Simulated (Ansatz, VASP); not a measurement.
## One calculation of H, two programs

```
CELL_PARAMETERS angstrom
-1.41019 1.41019 1.93064
1.41019 -1.41019 1.93064
1.41019 1.41019 -1.93064
ATOMIC_POSITIONS crystal
H 0.90015 0.90015 0.00000
H 0.09985 0.09985 0.00000
```

Alike in both runs: functional LDA; k mesh 12 × 12 × 12; occupations gaussian, width 0.02 eV; no spin polarisation.

Ansatz relaxed the structure, and its values are those at the end. VASP's run is a single point on that final structure, the one shown.

|  | VASP | Ansatz |
| --- | --- | --- |
| version | VASP 6.6.1 | Ansatz 0.2.0 |
| potentials or method | VASP PAW LDA potentials, release 64 (H), cutoff 500 eV | scalar-relativistic, plane waves, PAW |
| valence electrons in the cell | 2 | 2 |

|  | VASP | Ansatz | Ansatz less VASP |
| --- | --- | --- | --- |
| gap on the k mesh at the Fermi level (eV) | 7.17 | 7.18 | +0.009 |
| least direct gap on the mesh (eV) | 7.70 | 7.71 | +0.007 |
| pressure (GPa) | -0.3 | 0.0 | +0.34 |
| rms of the force components (eV/Å) | 0.011 | 0.000 | -0.0104 |

LDA's correlation is that of Perdew and Zunger in VASP and of Perdew and Wang (1992) in Ansatz.
